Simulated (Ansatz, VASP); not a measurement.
# WC: VASP beside Ansatz

INCAR

```
SYSTEM = WC
ALGO = Normal
EDIFF = 1E-6
ENCUT = 1300
GGA = PE
GGA_COMPAT = .False.
ISIF = 2
ISMEAR = -1
LASPH = .True.
LCHARG = .False.
LMAXMIX = 4
LORBIT = 11
LORBMOM = .True.
LREAL = .False.
LSORBIT = .True.
LWAVE = .False.
MAGMOM = 0 0 0 0 0 0
NBANDS = 30
NELM = 200
PREC = Accurate
SIGMA = 0.05
```

File KPOINTS:

```
k-points
0
Gamma
  10 10 9
  0 0 0
```

File POSCAR:

```
WC
1.0
    2.9065000000      0.0000000000      0.0000000000
   -1.4532500000      2.5171028361      0.0000000000
    0.0000000000      0.0000000000      2.8366000000
W C
1 1
Direct
    0.0000000000      0.0000000000      0.0000000000
    0.6666666667      0.3333333333      0.5000000000
```

The input input.yaml:

```yaml
crystal:
  lattice:
    - [2.9065, 0.0, 0.0]
    - [-1.45325, 2.5171028361, 0.0]
    - [0.0, 0.0, 2.8366]
  atoms:
    - { symbol: W, position: [0.0, 0.0, 0.0] }
    - { symbol: C, position: [0.6666666667, 0.3333333333, 0.5] }
hamiltonian:
  xc: pbe
  pseudopotentials: { kind: paw_fr }
magnetization:
  noncollinear: true
  spin_orbit: true
kpoints:
  mp_grid: { grid: [10, 10, 9] }
  band_path:
    path:
      - [[0.0, 0.0, 0.0], [0.5, 0.0, 0.0], [0.3333333333, 0.3333333333, 0.0], [0.0, 0.0, 0.0], [0.0, 0.0, 0.5], [0.5, 0.0, 0.5], [0.3333333333, 0.3333333333, 0.5], [0.0, 0.0, 0.5]]
      - [[0.5, 0.0, 0.5], [0.5, 0.0, 0.0]]
      - [[0.3333333333, 0.3333333333, 0.0], [0.3333333333, 0.3333333333, 0.5]]
    npoints: 14
scf:
  occupations: { method: fermi_dirac, width: 0.05 }
  n_extra_bands: 6
output:
  forces: true
  stress: true
  eigenvalues: true
  fatbands: false
  write_density: true
  write_potential: true
  elf: true
  volumetric_format: npy
```

Alike in both runs: functional PBE; k mesh 10 × 10 × 9; occupations fermi-dirac, width 0.05 eV; non-collinear spin, spin-orbit coupling.

|  | VASP | Ansatz |
| --- | --- | --- |
| version | VASP 6.6.1 | Ansatz 0.2.0 |
| potentials or method | VASP PAW PBE potentials, release 64 (W_sv, C_h) | Ansatz PAW |
| plane-wave cutoff (eV) | 1300 | 420 |
| valence electrons in the cell | 18 | 18 |
| task | single point | band structure |

|  | VASP | Ansatz | Ansatz less VASP |
| --- | --- | --- | --- |
| pressure (GPa) | 7.4 | 5.2 | -2.23 |
| traceless stress, the component that is largest in VASP (GPa) | -0.35 | -0.46 | -0.110 |
